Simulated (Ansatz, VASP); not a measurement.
# Sc3Te2: VASP beside Ansatz

```
Sc Te
1.0
     5.32609    0.00000    0.00000
     0.00000    5.32609    0.00000
     0.00000    0.00000    5.32609
Sc Te
3 2
Direct
  0.50000 0.00000 0.00000
  0.00000 0.50000 0.00000
  0.00000 0.00000 0.50000
  0.50000 0.50000 0.50000
  0.00000 0.00000 0.00000
```

Change from the starting cell: species swapped into the Tl2F3 type (Pm-3m, No. 221).

Alike in both runs: functional PBE; k mesh 8 × 8 × 8; occupations gaussian, width 0.1 eV; no spin polarisation.

Ansatz relaxed the structure, and its values are those at the end. VASP's run is a single point on that final structure, the one shown.

|  | VASP | Ansatz |
| --- | --- | --- |
| version | VASP 6.6.1 | Ansatz 0.2.0 |
| potentials or method | VASP PAW PBE potentials, release 64 (Sc_sv, Te), cutoff 520 eV | scalar-relativistic, plane waves, PAW |
| valence electrons in the cell | 45 | 65 |

Ansatz gave:

```
gap on the k mesh at the Fermi level (eV) : none
pressure (GPa)                            : 0.0
```

Question: Which values does VASP return?

Answer: gap on the k mesh at the Fermi level (eV): none; pressure (GPa): 0.1.

A gap of «none» marks a metal or a gap that the smearing closes. VASP's potentials hold 45 valence electrons a cell and Ansatz's 65, so a difference there can come from the potentials and not from the codes.

Spin-orbit coupling is off throughout.
